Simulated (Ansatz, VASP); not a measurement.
# Two plane-wave programs on CaO

```
Ca O
1.0
     0.00000    2.41538    2.41538
     2.41538    0.00000    2.41538
     2.41538    2.41538    0.00000
Ca O
1 1
Cartesian
  0.0000 0.0000 0.0000
  2.4154 2.4154 2.4154
```

Alike in both runs: functional PBE; k mesh 8 × 8 × 8; no spin polarisation.

Ansatz relaxed the structure, and its values are those at the end. VASP's run is a single point on that final structure, the one shown.

|  | VASP | Ansatz |
| --- | --- | --- |
| version | VASP 6.6.1 | Ansatz 0.2.0 |
| potentials or method | VASP PAW PBE potentials, release 64 (Ca_sv, O), cutoff 600 eV | scalar-relativistic, plane waves, PAW |
| occupations | gaussian, width 0.01 eV | fixed |
| valence electrons in the cell | 16 | 16 |

```csv
,VASP,Ansatz,Ansatz less VASP
gap on the k mesh at the Fermi level (eV),3.64,3.66,+0.018
pressure (GPa),0.4,0.0,-0.43
```
